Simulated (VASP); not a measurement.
# ZrS2 in VASP: further runs

ZrS2 is run at these levels: PBE; tasks: single point.

All numbers are computed with VASP 6.6.1; they aren't measurements. Logs are shortened: lines on timing, memory, paths and dates and some standing lists are left out, and cuts for length are marked.

**1. The cell of the first run**

The cell holds a slab with vacuum, 6 atoms: a = 3.685 Å, b = 3.685 Å, c = 18.019 Å, α = 90.00°, β = 90.00°, γ = 60.00°.

**2. Single point, PBE (the distance across one plane changed)**

File INCAR:

```
SYSTEM = ZrS2
PREC = Accurate ; ENCUT = 500
EDIFF = 1E-6 ; ISMEAR = 0
SIGMA = 0.05 ; LREAL = .FALSE.
LASPH = .TRUE. ; NELM = 120
ALGO = Normal ; ISIF = 2
LWAVE = .FALSE. ; LCHARG = .FALSE.
GGA = PE ; NBANDS = 33
GGA_COMPAT = .FALSE.
```

File KPOINTS:

```
regular mesh
0
G
  8 8 2
  0 0 0
```

File POSCAR:

```
ZrS2
1.0
   -1.8426887610     -3.1916305566      0.0000000000
    1.8426887610     -3.1916305566      0.0000000000
    0.0000000000      0.0000000000     18.0189528326
Zr S
2 4
Direct
    0.0000000000      0.0000000000      0.5626972177
    0.0000000000      0.0000000000      0.1875657392
    0.6666666667      0.6666666667      0.6430696173
    0.6666666667      0.6666666667      0.2679381388
    0.3333333333      0.3333333333      0.1071933397
    0.3333333333      0.3333333333      0.4823248181
```

Potentials or basis: VASP PAW PBE potentials, release 64 (Zr_sv, S).

On the command line:

```
$ cat potpaw_PBE.64/Zr_sv/POTCAR potpaw_PBE.64/S/POTCAR > POTCAR
$ mpirun -np 1 vasp_std > vasp.out
```

OUTCAR:

```text
SYSTEM = ZrS2
   PREC = Accurate
   ENCUT = 500
   EDIFF = 1E-6
   ISMEAR = 0
   LREAL = .FALSE.
   LASPH = .TRUE.
   NELM = 120
   ISIF = 2
   GGA = PE

 ion  position               nearest neighbor table
   1  0.000  0.000  0.563-   3 2.57   6 2.57   3 2.57   3 2.57   6 2.57   6 2.57
   2  0.000  0.000  0.188-   5 2.57   5 2.57   5 2.57   4 2.57   4 2.57   4 2.57
   3  0.667  0.667  0.643-   1 2.57   1 2.57   1 2.57
   4  0.667  0.667  0.268-   2 2.57   2 2.57   2 2.57
   5  0.333  0.333  0.107-   2 2.57   2 2.57   2 2.57
   6  0.333  0.333  0.482-   1 2.57   1 2.57   1 2.57

  LATTYP: Found a hexagonal cell.
 ALAT       =     3.6853775220
 C/A-ratio  =     4.8893099079

  Lattice vectors:

 A1 = (  -1.8426887610,   3.1916305566,   0.0000000000)
 A2 = (  -1.8426887610,  -3.1916305566,   0.0000000000)
 A3 = (   0.0000000000,   0.0000000000,  18.0189528326)

Analysis of symmetry for initial positions (statically):
=====================================================================
 Subroutine PRICEL returns:
 Original cell was already a primitive cell.

 Routine SETGRP: Setting up the symmetry group for a
 hexagonal supercell.

 Subroutine GETGRP returns: Found 12 space group operations
 (whereof  6 operations were pure point group operations)
 out of a pool of 24 trial point group operations.

The static configuration has the point symmetry C_3v.
 The point group associated with its full space group is D_3d.

Analysis of symmetry for dynamics (positions and initial velocities):
=====================================================================
 Subroutine PRICEL returns:
 Original cell was already a primitive cell.

 Routine SETGRP: Setting up the symmetry group for a
 hexagonal supercell.

 Subroutine GETGRP returns: Found 12 space group operations
 (whereof  6 operations were pure point group operations)
 out of a pool of 24 trial point group operations.

The dynamic configuration has the point symmetry C_3v.
 The point group associated with its full space group is D_3d.

 Subroutine INISYM returns: Found 12 space group operations
 (whereof  6 operations are pure point group operations),
 and found     1 'primitive' translations

----------------------------------------------------------------------------------------

                                     Primitive cell

  volume of cell :     211.9455

  direct lattice vectors                    reciprocal lattice vectors
    -1.842688761 -3.191630557  0.000000000    -0.271342622 -0.156659736  0.000000000
     1.842688761 -3.191630557  0.000000000     0.271342622 -0.156659736  0.000000000
     0.000000000  0.000000000 18.018952833     0.000000000  0.000000000  0.055497121

  length of vectors
     3.685377522  3.685377522 18.018952833     0.313319472  0.313319472  0.055497121

  position of ions in fractional coordinates (direct lattice)
     0.000000000  0.000000000  0.562697218
     0.000000000  0.000000000  0.187565739
     0.666666667  0.666666667  0.643069617
     0.666666667  0.666666667  0.267938139
     0.333333333  0.333333333  0.107193340
     0.333333333  0.333333333  0.482324818

  ion indices of the primitive-cell ions
   primitive index   ion index
                 1           1
                 2           2
                 3           3
                 4           4
                 5           5
                 6           6

----------------------------------------------------------------------------------------

 KPOINTS: regular mesh

Automatic generation of k-mesh.
 Grid dimensions read from file:
 generate k-points for:    8    8    2

 Generating k-lattice:

  Cartesian coordinates                     Fractional coordinates (reciprocal lattice)
    -0.033917828 -0.019582467  0.000000000     0.125000000  0.000000000  0.000000000
     0.033917828 -0.019582467  0.000000000     0.000000000  0.125000000  0.000000000
     0.000000000  0.000000000  0.027748560     0.000000000  0.000000000  0.500000000

  Length of vectors
     0.039164934  0.039164934  0.027748560

  Shift w.r.t. Gamma in fractional coordinates (k-lattice)
     0.000000000  0.000000000  0.000000000

 Subroutine IBZKPT returns following result:
 ===========================================

 Found     20 irreducible k-points:

 Following reciprocal coordinates:
            Coordinates               Weight
  0.000000  0.000000  0.000000      1.000000
  0.125000  0.000000  0.000000      6.000000
  0.250000  0.000000  0.000000      6.000000
  0.375000  0.000000  0.000000      6.000000
  0.500000  0.000000  0.000000      3.000000
  0.250000  0.125000  0.000000      6.000000
[... 12 lines left out ...]
  0.500000  0.250000  0.500000      6.000000
 -0.375000  0.250000  0.500000      6.000000
   k-points           NKPTS =     20   k-points in BZ     NKDIM =     20   number of bands    NBANDS=     33
   number of dos      NEDOS =    301   number of ions     NIONS =      6
   total plane-waves  NPLWV = 109760
   dimension x,y,z NGX =    28 NGY =   28 NGZ =  140
   dimension x,y,z NGXF=    56 NGYF=   56 NGZF=  280
   ions per type =               2   4
   NGX,Y,Z   is equivalent  to a cutoff of  12.63, 12.63, 12.92 a.u.
   NGXF,Y,Z  is equivalent  to a cutoff of  25.26, 25.26, 25.83 a.u.
 SYSTEM =  ZrS2
   PREC   = accura    normal or accurate (medium, high low for compatibility)
   ISTART =      0    job   : 0-new  1-cont  2-samecut
   ICHARG =      2    charge: 1-file 2-atom 10-const
   ISPIN  =      1    spin polarized calculation?
   LNONCOLLINEAR =      F non collinear calculations
   LSORBIT =      F    spin-orbit coupling
   LASPH  =      T    aspherical Exc in radial PAW
   ENCUT  =  500.0 eV  36.75 Ry    6.06 a.u.   6.72  6.72 32.85*2*pi/ulx,y,z
   NELM   =    120;   NELMIN=  2; NELMDL= -5     # of ELM steps
   EDIFF  = 0.1E-05   stopping-criterion for ELM
   LREAL  =      F    real-space projection
   EDIFFG = 0.1E-04   stopping-criterion for IOM
   NSW    =      0    number of steps for IOM
   IBRION =     -1    ionic relax: 0-MD 1-quasi-New 2-CG
   NFREE  =      0    steps in history (QN), initial steepest desc. (CG)
   ISIF   =      2    stress and relaxation
   ISYM   =      2    0-nonsym 1-usesym 2-fastsym
   POTIM  = 0.5000    time-step for ionic-motion
   TEBEG  =    0.0;   TEEND  =   0.0 temperature during run
   PSTRESS=    0.0 pullay stress
   NELECT =      48.0000    total number of electrons
   NUPDOWN=      -1.0000    fix difference up-down
   EMIN   =  10.00;   EMAX   =-10.00  energy-range for DOS
   EFERMI =   0.00;   METHOD = LEGACY
   ISMEAR =     0;   SIGMA  =   0.05  broadening in eV -4-tet -1-fermi 0-gaus
   EFERMI_NEDOS =   21; number of points for ismear=-14 and -15
   IALGO  =     38    algorithm
   IMIX   =      4    mixing-type and parameters
     AMIX     =   0.40;   BMIX     =  1.00
     AMIX_MAG =   1.60;   BMIX_MAG =  1.00
  volume/ion in A,a.u.               =      35.32       238.38
  Fermi-wavevector in a.u.,A,eV,Ry     =   0.997885  1.885729 13.548336  0.995775
  Thomas-Fermi vector in A             =   2.130071
   LORBIT       =      0    0 simple, 1 ext, 2 COOP (PROOUT), +10 PAW based schemes
   GGA     = PE    functional components
   LHFCALC =     F    Hartree Fock is set to
   AEXX    =    0.0000 exact exchange contribution
   IVDW    =     0    specifies the selected vdW correction
   LEPSILON=     F    determine dielectric tensor
   LRPA    =     F    only Hartree local field effects (RPA)
 non-spin polarized calculation
 Gauss-broadening in eV      SIGMA  =   0.05
  energy-cutoff  :      500.00
  volume of cell :      211.95
 maximum number of plane-waves:      5418
   NGX = 13   NGY = 13   NGZ = 65

 number of electron      47.9999997 magnetization

 Free energy of the ion-electron system (eV)
  ---------------------------------------------------
  ext. energy  EPLUGINS =         0.00000000
  ---------------------------------------------------
  free energy    TOTEN  =       -42.87436865 eV

  energy without entropy =      -42.87436865  energy(sigma->0) =      -42.87436865

 E-fermi :   0.8817     XC(G=0):  -6.8199

 val. band max:        0.5875229271   @ k =   0.0000   0.0000   0.0000
 cond. band min:       1.7528122277   @ k =   0.5000   0.0000   0.0000
 fundamental gap:      1.1652893006
 Fermi energy:         0.8817329171

 k-point     1 :       0.0000    0.0000    0.0000
  band No.  band energies     occupation
      1     -48.3078      2.00000
      2     -48.3078      2.00000
      3     -26.3617      2.00000
      4     -26.3617      2.00000
      5     -26.2124      2.00000
      6     -26.2124      2.00000
[... 25 lines left out ...]
     32       5.8282      0.00000
     33       5.8831      0.00000

 k-point     2 :       0.1250    0.0000    0.0000
  band No.  band energies     occupation
      1     -48.3052      2.00000
      2     -48.3052      2.00000
      3     -26.3538      2.00000
      4     -26.3538      2.00000
      5     -26.2494      2.00000
      6     -26.2494      2.00000
[... 25 lines left out ...]
     32       5.2637      0.00000
     33       5.7340      0.00000

 k-point     3 :       0.2500    0.0000    0.0000
  band No.  band energies     occupation
      1     -48.2990      2.00000
      2     -48.2990      2.00000
      3     -26.3414      2.00000
      4     -26.3414      2.00000
      5     -26.3306      2.00000
      6     -26.3306      2.00000
[... 25 lines left out ...]
     32       5.3021      0.00000
     33       5.7421      0.00000

 k-point     4 :       0.3750    0.0000    0.0000
  band No.  band energies     occupation
      1     -48.2927      2.00000
      2     -48.2927      2.00000
      3     -26.4241      2.00000
      4     -26.4241      2.00000
      5     -26.3148      2.00000
      6     -26.3148      2.00000
[... 25 lines left out ...]
     32       6.0209      0.00000
     33       6.0345      0.00000

 k-point     5 :       0.5000    0.0000    0.0000
  band No.  band energies     occupation
      1     -48.2901      2.00000
      2     -48.2901      2.00000
      3     -26.4592      2.00000
      4     -26.4592      2.00000
      5     -26.3068      2.00000
      6     -26.3068      2.00000
[... 460 lines left out ...]
 k-point    18 :       0.5000    0.1250    0.5000
  band No.  band energies     occupation
      1     -48.2901      2.00000
      2     -48.2901      2.00000
      3     -26.4393      2.00000
      4     -26.4393      2.00000
      5     -26.3072      2.00000
      6     -26.3072      2.00000
[... 25 lines left out ...]
     32       5.7104      0.00000
     33       6.6170      0.00000

 k-point    19 :       0.5000    0.2500    0.5000
  band No.  band energies     occupation
      1     -48.2901      2.00000
      2     -48.2901      2.00000
      3     -26.4113      2.00000
      4     -26.4113      2.00000
      5     -26.3178      2.00000
      6     -26.3178      2.00000
[... 25 lines left out ...]
     32       5.3962      0.00000
     33       6.5026      0.00000

 k-point    20 :      -0.3750    0.2500    0.5000
  band No.  band energies     occupation
      1     -48.2883      2.00000
      2     -48.2883      2.00000
      3     -26.4127      2.00000
      4     -26.4127      2.00000
      5     -26.3448      2.00000
      6     -26.3448      2.00000
[... 25 lines left out ...]
     32       5.6589      0.00000
     33       6.2278      0.00000

------------------------ aborting loop because EDIFF is reached ----------------------------------------

  FORCE on cell =-STRESS in cart. coord.  units (eV):
  Direction    XX          YY          ZZ          XY          YZ          ZX
  --------------------------------------------------------------------------------------
  -------------------------------------------------------------------------------------
  Total       -0.0305128     -0.0305128     -0.0183018      0.0000000      0.0000000      0.0000000
  in kB       -0.2306580     -0.2306580     -0.1383504      0.0000000      0.0000000      0.0000000
  external PRESSURE =      -0.1998888 kB  Pullay stress =       0.0000000 kB

 VOLUME and BASIS-vectors are now :
 -----------------------------------------------------------------------------
  energy-cutoff  :      500.00
  volume of cell :      211.95
      direct lattice vectors                 reciprocal lattice vectors
    -1.842688761 -3.191630557  0.000000000    -0.271342622 -0.156659736  0.000000000
     1.842688761 -3.191630557  0.000000000     0.271342622 -0.156659736  0.000000000
     0.000000000  0.000000000 18.018952833     0.000000000  0.000000000  0.055497121

 POSITION                                       TOTAL-FORCE (eV/Angst)
 -----------------------------------------------------------------------------------
      0.00000      0.00000     10.13921         0.000000      0.000000      0.001379
      0.00000      0.00000      3.37974        -0.000000     -0.000000     -0.001379
      0.00000     -4.25551     11.58744        -0.000000     -0.000000      0.004709
      0.00000     -4.25551      4.82796         0.000000      0.000000      0.005858
      0.00000     -2.12775      1.93151         0.000000     -0.000000     -0.004709
      0.00000     -2.12775      8.69099        -0.000000     -0.000000     -0.005858
 -----------------------------------------------------------------------------------
    total drift:                                0.000000     -0.000000     -0.000006

  FREE ENERGIE OF THE ION-ELECTRON SYSTEM (eV)
  ---------------------------------------------------
  free  energy   TOTEN  =       -42.8743686538 eV

  energy  without entropy=      -42.8743686538  energy(sigma->0) =      -42.87436865
```

It took 5 min on 1 thread of Intel Xeon 8259CL, shared host; peak memory 0.38 GiB.

What came out:

| Item | Value |
| --- | --- |
| Free energy | -42.8744 eV |
| Largest force | 0.006 eV/Å |
| Band gap on the k mesh | 1.17 eV (least direct gap 1.69 eV) |

Forces in eV/Å, atoms in the order of the input:
```
Zr   0.000  0.000  0.001
Zr   0.000  0.000 -0.001
S    0.000  0.000  0.005
S    0.000  0.000  0.006
S    0.000  0.000 -0.005
S    0.000  0.000 -0.006
```

Caveat: the cell differs from its parent crystal (the distance across one plane changed); there is no dipole correction, which matters where the two faces differ.

**3. Single point, PBE (the distance across one plane changed)**

File INCAR:

```
SYSTEM = ZrS2
PREC = Accurate ; ENCUT = 500
EDIFF = 1E-6 ; ISMEAR = 0
SIGMA = 0.05 ; LREAL = .FALSE.
LASPH = .TRUE. ; NELM = 120
ALGO = Normal ; ISIF = 2
LWAVE = .FALSE. ; LCHARG = .TRUE.
GGA = PE ; LELF = .TRUE.
LVHAR = .TRUE. ; NBANDS = 33
GGA_COMPAT = .FALSE.
```

File KPOINTS:

```
Automatic mesh
0
G
  8 8 2
  0 0 0
```

File POSCAR:

```
ZrS2
1.0
   -1.8426887610     -3.1916305566      0.0000000000
    1.8426887610     -3.1916305566      0.0000000000
    0.0000000000      0.0000000000     19.5189528326
Zr S
2 4
Direct
    0.0000000000      0.0000000000      0.5194548453
    0.0000000000      0.0000000000      0.1731516151
    0.6666666667      0.6666666667      0.5936507558
    0.6666666667      0.6666666667      0.2473475256
    0.3333333333      0.3333333333      0.0989557046
    0.3333333333      0.3333333333      0.4452589348
```

Potentials or basis: VASP PAW PBE potentials, release 64 (Zr_sv, S).

On the command line:

```
$ cat potpaw_PBE.64/Zr_sv/POTCAR potpaw_PBE.64/S/POTCAR > POTCAR
$ mpirun -np 1 vasp_std > vasp.out
```

Run time: 4.4 min. Hardware: 1 thread of Intel Xeon 8259CL, shared host; peak memory 0.38 GiB.

The run converged. Its results:

```yaml
Free_energy: -42.8743 eV
Largest_force: 0.006 eV/Å
Band_gap_on_the_k_mesh: 1.17 eV (least direct gap 1.69 eV)
```

Forces on the atoms (eV/Å):
```
Zr   0.000  0.000  0.001
Zr   0.000  0.000 -0.001
S    0.000  0.000  0.005
S    0.000  0.000  0.006
S    0.000  0.000 -0.005
S    0.000  0.000 -0.006
```

Levels at points of the mesh, in eV from the valence-band top:
```csv
k point,band 20,band 21,band 22,band 23,band 24,band 25,band 26,band 27,band 28,band 29
"(0.00, 0.00, 0.00)",-0.59,-0.01,-0.01,0.00,0.00,1.69,1.69,1.69,1.69,2.57
"(0.50, 0.00, 0.00)",-2.17,-1.20,-1.04,-0.94,-0.92,1.17,1.22,3.36,3.36,3.64
"(0.00, 0.00, 0.50)",-0.59,-0.01,-0.01,0.00,0.00,1.69,1.69,1.69,1.69,2.57
"(0.50, 0.00, 0.50)",-2.17,-1.20,-1.04,-0.94,-0.92,1.17,1.22,3.36,3.36,3.64
```

Caveat: the cell differs from its parent crystal (the distance across one plane changed); there is no dipole correction, which matters where the two faces differ.
